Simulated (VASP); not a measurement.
AlGaN2, 4 atoms in the cell. It takes space group P-4m2 (No. 115, tetragonal). Conventional cell: a = 3.253 Å, b = 3.253 Å, c = 4.180 Å, α = 90.00°, β = 90.00°, γ = 90.00°. Within 2.5 Å of Al (site symmetry -4m2) lie 4 N at 1.91 Å. Within 2.6 Å of Ga (site symmetry -4m2) lie 4 N at 1.96 Å. N (site symmetry 2mm) has 2 Al at 1.91 Å and 2 Ga at 1.96 Å within 2.5 Å.  This cell differs from its parent crystal: volume 11.061 Å^3 an atom, c/a of the conventional cell 1.2849.

| Quantity | Value |
| --- | --- |
| Program | VASP 6.6.1 |
| Task | single point |
| Functional | LDA |
| Potentials or basis | VASP PAW LDA potentials, release 64 (Al, Ga_d, N) |
| Cutoff | 520 eV |
| k mesh | 8 × 8 × 6 |
| Occupations | gaussian, width 0.05 eV |
| Spin | no spin polarisation |
| Dipole correction | no |
| Further INCAR settings | ALGO = Normal; EDIFF = 1e-06; NBANDS = 21 |

Potentials or basis: VASP PAW LDA potentials, release 64 (Al, Ga_d, N).

Launch:

```sh
$ cat potpaw_LDA.64/Al/POTCAR potpaw_LDA.64/Ga_d/POTCAR potpaw_LDA.64/N/POTCAR > POTCAR
$ mpirun -np 1 vasp_std > vasp.out
```

Hardware: 1 thread of Intel Xeon 6975P-C, on a shared host.

**Question.** Estimate the wall time of this run.

**Answer.** It took 22 s on 1 thread of Intel Xeon 6975P-C (shared host), peak memory 0.18 GiB. Counts: scf iterations 13, k points 60.
